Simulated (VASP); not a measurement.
Input of a VASP 6.6.1 run:

The input INCAR:

```
PREC = Accurate
ENCUT = 520
EDIFF = 1E-6
ISMEAR = -1
SIGMA = 0.02
LREAL = Auto
LASPH = T
NELM = 150
ALGO = Normal
ISIF = 2
LWAVE = F
LCHARG = T
ISPIN = 2
MAGMOM = 0 0 0 0 0 0 0 0 0 0 0 0 0 0 0 0 1
LORBIT = 11
GGA = PS
LELF = T
LVHAR = T
NBANDS = 52
```

Contents of KPOINTS:

```
Automatic mesh
0
Gamma
  2 2 2
```

Contents of POSCAR:

```
AlSi16
1.0
    0.0000000000      5.4300000000      5.4300000000
    5.4300000000      0.0000000000      5.4300000000
    5.4300000000      5.4300000000      0.0000000000
Si Al
16 1
Direct
   -0.0232965009      0.0964088398     -0.0454511971
    0.1232136280      0.1312983425      0.1200276243
    0.0230847145      0.0292725599      0.4835451197
    0.1171915285      0.1959208103      0.5897513812
   -0.0370902394      0.5322651934     -0.0105156538
    0.0546040516      0.7217679558      0.0731491713
    0.0415930018      0.5707826888      0.4497145488
    0.1555340700      0.6619060773      0.5880755064
    0.5155616943     -0.0133517495      0.0110313076
    0.5985267035      0.1850460405      0.0790791897
    0.4809944751      0.0338674033      0.4582136280
    0.6576243094      0.0974401473      0.6290607735
    0.4692817680      0.5550460405     -0.0351933702
    0.5866390424      0.6274493554      0.1467679558
    0.5597605893      0.4744383057      0.4966482505
    0.6513167587      0.6630294659      0.5939318600
    0.2988029466      0.2521178637      0.7238121547
```

Potentials or basis: VASP PAW PBE potentials, release 64 (Si, Al).

The run is started by

```sh
$ cat potpaw_PBE.64/Si/POTCAR potpaw_PBE.64/Al/POTCAR > POTCAR
$ mpirun -np 1 vasp_std > vasp.out
```

(1) Estimate the largest force.

(2) What does it give for the pressure?

(3) Estimate the net moment.

## Answers

(1) 3.245 eV/Å.

(2) 3.0 GPa.

(3) 0.00 μB per cell.

Caveat: the k points lie up to 0.50 Å⁻¹ apart; the PAW data sets were made with another functional, which shifts forces and pressure a little.
